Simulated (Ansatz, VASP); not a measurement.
## Two plane-wave programs on B

Contents of POSCAR:

```
B
1.0
    2.0183250730     -1.3339584735      0.0000000000
    2.0183250730      1.3339584735      0.0000000000
    0.0000000000      0.0000000000      5.4415490596
B
4
Direct
    0.8500000000      0.1500000000      0.1170000000
    0.6500000000      0.3500000000      0.6170000000
    0.1500000000      0.8500000000      0.8830000000
    0.3500000000      0.6500000000      0.3830000000
```

INCAR.step1

```
SYSTEM = B
PREC     = Accurate       ! precision mode
ENCUT    = 600            ! plane-wave cutoff, eV
ISMEAR   = 0              ! smearing method
SIGMA    = 0.1            ! smearing width, eV
LREAL    = .FALSE.        ! projectors in reciprocal space
LASPH    = .TRUE.         ! aspherical terms in the spheres
NELM     = 100            ! most SCF steps
GGA      = PE             ! functional
ALGO     = Normal         ! electronic algorithm
EDIFF    = 1E-4           ! SCF threshold, eV
LWAVE    = .TRUE.         ! write WAVECAR
LCHARG   = .FALSE.        ! write CHGCAR
```

INCAR.step2

```
SYSTEM = B
PREC     = Accurate       ! precision mode
ENCUT    = 600            ! plane-wave cutoff, eV
EDIFF    = 1E-6           ! SCF threshold, eV
ISMEAR   = 0              ! smearing method
SIGMA    = 0.1            ! smearing width, eV
LREAL    = .FALSE.        ! projectors in reciprocal space
LASPH    = .TRUE.         ! aspherical terms in the spheres
NELM     = 100            ! most SCF steps
ALGO     = Normal         ! electronic algorithm
ISIF     = 3              ! what is computed and relaxed
LWAVE    = .FALSE.        ! write WAVECAR
LCHARG   = .FALSE.        ! write CHGCAR
METAGGA  = R2SCAN         ! meta-GGA
LMIXTAU  = .TRUE.       
IBRION   = 2              ! ionic algorithm
NSW      = 90             ! ionic steps
EDIFFG   = -0.04          ! ionic threshold
ISTART   = 1
```

File KPOINTS:

```
Automatic mesh
0
G
  8 8 4
  0 0 0
```

Input for Ansatz:

```yaml
crystal:
  lattice:
    - [2.018325073, -1.3339584735, 0.0]
    - [2.018325073, 1.3339584735, 0.0]
    - [0.0, 0.0, 5.4415490596]
  atoms:
    - { symbol: B, position: [0.85, 0.15, 0.117] }
    - { symbol: B, position: [0.65, 0.35, 0.617] }
    - { symbol: B, position: [0.15, 0.85, 0.883] }
    - { symbol: B, position: [0.35, 0.65, 0.383] }
basis:
  ecutwfc: 500
kpoints:
  mp_grid: { grid: [8, 8, 4] }
hamiltonian:
  xc: r2scan
scf:
  occupations: { method: gaussian, width: 0.1 }
  lower_state_search: "off"
output:
  forces: true
  stress: true
  eigenvalues: true
relax:
  adjacent_minimum: "off"
  f_tol: 0.04
  max_steps: 70
  cell: { stress_tol: 0.4 }
```

Alike in both runs: task relaxation of cell and atoms; functional r2SCAN; k mesh 8 × 8 × 4; occupations gaussian, width 0.1 eV; no spin polarisation.

|  | VASP | Ansatz |
| --- | --- | --- |
| version | VASP 6.6.1 | Ansatz 0.2.0 |
| potentials or method | VASP PAW PBE potentials, release 64 (B), cutoff 600 eV | scalar-relativistic, plane waves, PAW |
| valence electrons in the cell | 12 | 12 |

```csv
,VASP,Ansatz,Ansatz less VASP
"gap on the k mesh at the Fermi level, each at its own relaxed structure (eV)",none,none,-
relaxed volume (Å³/atom),6.76,6.75,-0.005
relaxed cell length with the largest relative difference (Å),2.249,2.248,-0.0013
```

VASP's potentials were made for PBE, not for r2SCAN. A gap of «none» marks a metal or a gap that the smearing closes.
